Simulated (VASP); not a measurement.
Runs of VASP 6.6.1 on Rh. The structure is that of space group Fm-3m (No. 225), or close to it. The cells are those of the table. 

```tsv
task	potentials or basis	cell	k mesh	cutoff (eV)	second run	gap on the mesh (eV)	pressure (GPa)
single point	VASP PAW PBE potentials, release 64 (Rh_sv_GW)	a = 2.687 Å, angles 60.0°, 1 atom	18 × 18 × 18	580	valence_matched	none	(a)
single point	VASP PAW PBE potentials, release 64 (Rh_pv)	a = 2.687 Å, angles 60.0°, 1 atom	18 × 18 × 18	520	-	none	1.2
single point	VASP PAW PBE potentials, release 64 (Rh_pv)	a = 2.691 Å, angles 60.0°, 1 atom	8 × 8 × 8	520	-	none	0.6
relaxation of cell and atoms	VASP PAW PBE potentials, release 64 (Rh_pv)	relaxed from a = 2.691 Å, angles 60.0°, 1 atom	18 × 18 × 18	600	-	none	0.0
single point	VASP PAW PBE potentials, release 64 (Rh_sv_GW)	a = 2.691 Å, angles 60.0°, 1 atom	8 × 8 × 8	580	valence_matched	none	-2.2
```

Alike in all rows: level r2SCAN; no spin polarisation; smearing gaussian 0.1 eV.

Fill in the values left out.

(a) -1.6.

Caveats: the PAW data sets were made with another functional, which shifts forces and pressure a little.

A k mesh can miss the band edges, and the runs leave out spin-orbit coupling on Rh.

A gap of «none» marks levels without a gap at the run's occupations.

The runs don't all hold the same shells in valence.
